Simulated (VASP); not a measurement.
Input of a VASP 6.6.1 run:

File POSCAR:

```
TlCl
1.0
    3.8370137808      0.0000000000      0.0000000000
    0.0000000000      3.8370137808      0.0000000000
    0.0000000000      0.0000000000      3.8370137808
Tl Cl
1 1
Direct
    0.0000000000      0.0000000000      0.0000000000
    0.5000000000      0.5000000000      0.5000000000
```

Contents of INCAR.step1:

```
SYSTEM = TlCl
PREC     = Accurate       ! precision mode
ENCUT    = 550            ! plane-wave cutoff, eV
ISMEAR   = 0              ! smearing method
SIGMA    = 0.01           ! smearing width, eV
LREAL    = .False.        ! projectors in reciprocal space
LASPH    = .True.         ! aspherical terms in the spheres
NELM     = 120            ! most SCF steps
GGA      = PE             ! functional
ALGO     = Normal         ! electronic algorithm
EDIFF    = 1E-5           ! SCF threshold, eV
LWAVE    = .True.         ! write WAVECAR
LCHARG   = .False.        ! write CHGCAR
GGA_COMPAT= .False.      
IBRION   = 2              ! ionic algorithm
ISIF     = 3              ! what is computed and relaxed
EDIFFG   = -0.005         ! ionic threshold
NELMIN   = 4            
NSW      = 100            ! ionic steps
```

INCAR.step2

```
SYSTEM = TlCl
PREC     = Accurate       ! precision mode
ENCUT    = 550            ! plane-wave cutoff, eV
EDIFF    = 1E-7           ! SCF threshold, eV
ISMEAR   = 0              ! smearing method
SIGMA    = 0.01           ! smearing width, eV
LREAL    = .False.        ! projectors in reciprocal space
LASPH    = .True.         ! aspherical terms in the spheres
NELM     = 120            ! most SCF steps
ALGO     = Normal         ! electronic algorithm
ISIF     = 3              ! what is computed and relaxed
LWAVE    = .False.        ! write WAVECAR
LCHARG   = .False.        ! write CHGCAR
METAGGA  = R2SCAN         ! meta-GGA
LMIXTAU  = .True.       
IBRION   = 2              ! ionic algorithm
NSW      = 100            ! ionic steps
EDIFFG   = -0.002         ! ionic threshold
PSTRESS  = 40.0         
ISTART   = 1            
GGA_COMPAT= .False.      
NELMIN   = 4
```

The input KPOINTS:

```
regular mesh
0
Gamma
  6 6 6
  0 0 0
```

Potentials or basis: VASP PAW PBE potentials, release 64 (Tl_d, Cl).

Launch:

```bash
$ cat potpaw_PBE.64/Tl_d/POTCAR potpaw_PBE.64/Cl/POTCAR > POTCAR
$ cp INCAR.step1 INCAR
$ mpirun -np 1 vasp_std > vasp.out
$ cp INCAR.step2 INCAR
$ mpirun -np 1 vasp_std > vasp.out
```

Task: Predict the relaxed cell.

Result: a = 3.702 Å, b = 3.702 Å, c = 3.702 Å, α = 90.00°, β = 90.00°, γ = 90.00°.

Task: Estimate the band gap on the k mesh.

Result: 2.22 eV, direct.

Task: Predict the space group after relaxing (to 0.05 Å).

Result: Pm-3m (No. 221).

Task: Estimate the relaxed volume.

Result: 25.37 Å³/atom.

The path:
```csv
step,energy change (eV),largest force (eV/Å),pressure (GPa),volume (Å³)
1,0.0000,0.0000,-0.02,56.49
2,0.0603,0.0000,3.85,50.90
3,0.0640,0.0000,4.00,50.74
```

Caveat: the cell is relaxed towards a set pressure, so the enthalpy falls and the energy may rise; the PAW data sets were made with another functional, which shifts forces and pressure a little; spin-orbit coupling is left out, which moves the levels of the heavy elements. A k mesh can miss the band edges.
